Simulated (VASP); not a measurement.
Wanted: the native input for a VASP 6.6.1 run.

```yaml
Task: single point
Functional: PBE
Potentials_or_basis: VASP PAW PBE potentials, release 64 (Be, Zn, O)
Cutoff: 600 eV
k_mesh: 4 × 4 × 4
Occupations: gaussian, width 0.2 eV
Spin: no spin polarisation
Dipole_correction: no
Further_INCAR_settings: ALGO = Normal; EDIFF = 1e-06; NBANDS = 37
```

The structure of BeZn4O lies in POSCAR:

```
BeZn4O
1.0
    0.0000000000      3.9942665751      3.9942665751
    3.9942665751      0.0000000000      3.9942665751
    3.9942665751      3.9942665751      0.0000000000
Be Zn O
1 4 1
Direct
    0.5000000000      0.5000000000      0.5000000000
    0.1106339398      0.1106339398      0.1106339398
    0.1106339398      0.1106339398      0.6680981806
    0.1106339398      0.6680981806      0.1106339398
    0.6680981806      0.1106339398      0.1106339398
    0.2500000000      0.2500000000      0.2500000000
```

One way to write it, as run:

INCAR

```
PREC     = Accurate       # precision mode
ENCUT    = 600            # plane-wave cutoff, eV
EDIFF    = 1E-6           # SCF threshold, eV
ISMEAR   = 0              # smearing method
SIGMA    = 0.2            # smearing width, eV
LREAL    = False          # projectors in reciprocal space
LASPH    = True           # aspherical terms in the spheres
NELM     = 120            # most SCF steps
ALGO     = Normal         # electronic algorithm
ISIF     = 2              # what is computed and relaxed
LWAVE    = False          # write WAVECAR
LCHARG   = False          # write CHGCAR
GGA      = PE             # functional
NBANDS   = 37             # bands
GGA_COMPAT= False
```

KPOINTS

```
regular mesh
0
Gamma
  4 4 4
```

Potentials or basis: VASP PAW PBE potentials, release 64 (Be, Zn, O).

Run with:

```sh
$ cat potpaw_PBE.64/Be/POTCAR potpaw_PBE.64/Zn/POTCAR potpaw_PBE.64/O/POTCAR > POTCAR
$ mpirun -np 1 vasp_std > vasp.out
```

It gave:

| Property | Result |
| --- | --- |
| Pressure | -0.3 GPa |
| Largest force | 0.005 eV/Å |
| Band gap on the k mesh | zero (band 28 reaches 0.64 eV, above the bottom of band 29 at 0.06 eV) |

Wall time 41 s on 1 thread of AMD EPYC 9R45 96-Core Processor (Zen 5) (shared host), peak memory 0.3 GiB.
